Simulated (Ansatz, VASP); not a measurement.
## Two plane-wave programs on Zn5O

```xyz
6
Lattice="4.9940 0.0000 0.0000 -2.4970 4.3249 0.0000 0.0000 0.0000 4.4114" Properties=species:S:1:pos:R:3 pbc="T T T"
Zn   -1.2485    2.1625    2.2057
Zn    0.0000    2.8833    0.0000
Zn    2.4970    1.4416    0.0000
Zn    2.4970    0.0000    2.2057
Zn    1.2485    2.1625    2.2057
O     0.0000    0.0000    0.0000
```

Change from the starting cell: species swapped into the LaPd5 type (P6/mmm, No. 191).

Alike in both runs: functional PBE; k mesh 6 × 6 × 4; occupations gaussian, width 0.1 eV; collinear spin.

Ansatz relaxed the structure, and its values are those at the end. VASP's run is a single point on that final structure, the one shown.

```csv
,VASP,Ansatz
version,VASP 6.6.1,Ansatz 0.2.0
potentials or method,"VASP PAW PBE potentials, release 64 (Zn, O), cutoff 520 eV","scalar-relativistic, plane waves, PAW"
valence electrons in the cell,66,66
```

VASP gave:

```
gap on the k mesh at the Fermi level (eV)                     : none
pressure (GPa)                                                : -0.1
net moment per atom (μB)                                      : 0.00
size of the moment on the site where the two differ most (μB) : 0.00
```

Question: What did Ansatz give for the same quantities?

Answer: gap on the k mesh at the Fermi level (eV): none; pressure (GPa): 0.3; net moment per atom (μB): 0.18; size of the moment on the site where the two differ most (μB): 0.70.

The net moments are unlike, so the other rows may belong to different states. Site moments also hang on the region over which each program counts them. A gap of «none» marks a metal or a gap that the smearing closes.
